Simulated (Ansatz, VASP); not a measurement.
## Zr4W in VASP and in Ansatz

INCAR

```
SYSTEM = Zr4W
  ALGO = Normal
  EDIFF = 1E-7
  EDIFFG = -0.04
  ENCUT = 600
  GGA = PE
  IBRION = 2
  ISIF = 3
  ISMEAR = 0
  LASPH = .True.
  LCHARG = .False.
  LREAL = .False.
  LWAVE = .False.
  NELM = 60
  NSW = 90
  PREC = Accurate
  SIGMA = 0.1
```

KPOINTS

```
k-points
0
Gamma
  4 4 4
  0 0 0
```

POSCAR

```
Zr4W
1.0
    4.3718290000      0.0000000000      0.0000000000
    0.0000000000      4.3718290000      0.0000000000
    0.0000000000      0.0000000000      4.3718290000
Zr W
4 1
Direct
    0.5000000000      0.0000000000      0.0000000000
    0.0000000000      0.5000000000      0.0000000000
    0.0000000000      0.0000000000      0.5000000000
    0.0000000000      0.0000000000      0.0000000000
    0.5000000000      0.5000000000      0.5000000000
```

Input for Ansatz:

```yaml
crystal:
  lattice:
    - [4.371829, 0.0, 0.0]
    - [0.0, 4.371829, 0.0]
    - [0.0, 0.0, 4.371829]
  atoms:
    - { symbol: Zr, position: [0.5, 0.0, 0.0] }
    - { symbol: Zr, position: [0.0, 0.5, 0.0] }
    - { symbol: Zr, position: [0.0, 0.0, 0.5] }
    - { symbol: Zr, position: [0.0, 0.0, 0.0] }
    - { symbol: W, position: [0.5, 0.5, 0.5] }
basis:
  ecutwfc: 420
kpoints:
  mp_grid: { grid: [4, 4, 4] }
hamiltonian:
  xc: pbe
scf:
  occupations: { method: gaussian, width: 0.1 }
  lower_state_search: "off"
output:
  forces: true
  stress: true
  eigenvalues: true
relax:
  adjacent_minimum: "off"
  f_tol: 0.04
  max_steps: 70
  cell: { stress_tol: 0.4 }
```

Alike in both runs: task relaxation of cell and atoms; functional PBE; k mesh 4 × 4 × 4; occupations gaussian, width 0.1 eV; no spin polarisation.

```csv
,VASP,Ansatz
version,VASP 6.6.1,Ansatz 0.2.0
potentials or method,"VASP PAW PBE potentials, release 64 (Zr_sv, W_sv), cutoff 600 eV","scalar-relativistic, plane waves, PAW"
valence electrons in the cell,62,62
```

Ansatz gave:

| Property | Result |
| --- | --- |
| gap on the k mesh at the Fermi level, each at its own relaxed structure (eV) | none |
| relaxed volume (Å³/atom) | 24.96 |
| relaxed length of the cell vector where the two differ most in proportion (Å) | 4.997 |

Estimate VASP's values.

gap on the k mesh at the Fermi level, each at its own relaxed structure (eV): none; relaxed volume (Å³/atom): 25.04; relaxed length of the cell vector where the two differ most in proportion (Å): 5.002.

A gap of «none» marks a metal or a gap that the smearing closes.

Spin-orbit coupling is off throughout. Noted on VASP's run: the volume moved by over 15 % at a fixed basis, so the end points are rough.
